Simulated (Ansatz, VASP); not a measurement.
# One calculation of NiO, two programs

```
CELL_PARAMETERS angstrom
0.00000 2.08590 2.08590
2.08590 0.00000 2.08590
2.08590 2.08590 0.00000
ATOMIC_POSITIONS crystal
Ni 0.00000 0.00000 0.00000
O 0.50000 0.50000 0.50000
```

Alike in both runs: task single point; functional LDA; k mesh 5 × 5 × 5; collinear spin; Hubbard terms Ni d U = 6.9 eV, J = 0.9 eV.

|  | VASP | Ansatz |
| --- | --- | --- |
| version | VASP 6.6.1 | Ansatz 0.2.0 |
| potentials or method | VASP PAW LDA potentials, release 64 (Ni, O), cutoff 600 eV | plane waves, PAW |
| occupations | methfessel-paxton of order 1, width 0.1 eV | cold |
| valence electrons in the cell | 16 | 24 |

|  | VASP | Ansatz | Ansatz less VASP |
| --- | --- | --- | --- |
| net moment per atom (μB) | 1.00 | 1.00 | 0.000 |
| size of the moment on the site where the two differ most (μB) | 1.80 | 1.70 | -0.095 |

LDA's correlation is that of Perdew and Zunger in VASP and of Perdew and Wang (1992) in Ansatz. Site moments also hang on the region over which each program counts them. The programs project onto different local orbitals, so the same U acts differently, and such runs can settle in different states. VASP's potentials hold 16 valence electrons a cell and Ansatz's 24, so a difference there can come from the potentials and not from the codes. Ansatz's warnings: stability check not made.

The k mesh is coarse, so the values compare programs but aren't converged.
